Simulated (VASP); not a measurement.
A run of VASP 6.6.1 is set up as follows.

The input INCAR:

```
  PREC = Accurate
  ENCUT = 600
  EDIFF = 1E-6
  ISMEAR = -1
  SIGMA = 0.01
  LREAL = F
  LASPH = T
  NELM = 120
  ALGO = Normal
  ISIF = 2
  LWAVE = F
  LCHARG = F
  GGA = PE
  NBANDS = 16
  GGA_COMPAT = F
```

KPOINTS

```
regular mesh
0
Gamma
  9 9 9
```

Contents of POSCAR:

```
ZrN
1.0
    0.0000000000      2.2993577919      2.2993577919
    2.2993577919      0.0000000000      2.2993577919
    2.2993577919      2.2993577919      0.0000000000
Zr N
1 1
Direct
    0.0000000000      0.0000000000      0.0000000000
    0.5000000000      0.5000000000      0.5000000000
```

Potentials or basis: VASP PAW PBE potentials, release 64 (Zr_sv, N).

Launch:

```bash
$ cat potpaw_PBE.64/Zr_sv/POTCAR potpaw_PBE.64/N/POTCAR > POTCAR
$ mpirun -np 1 vasp_std > vasp.out
```

Question: Estimate the pressure.

Answer: -0.5 GPa.
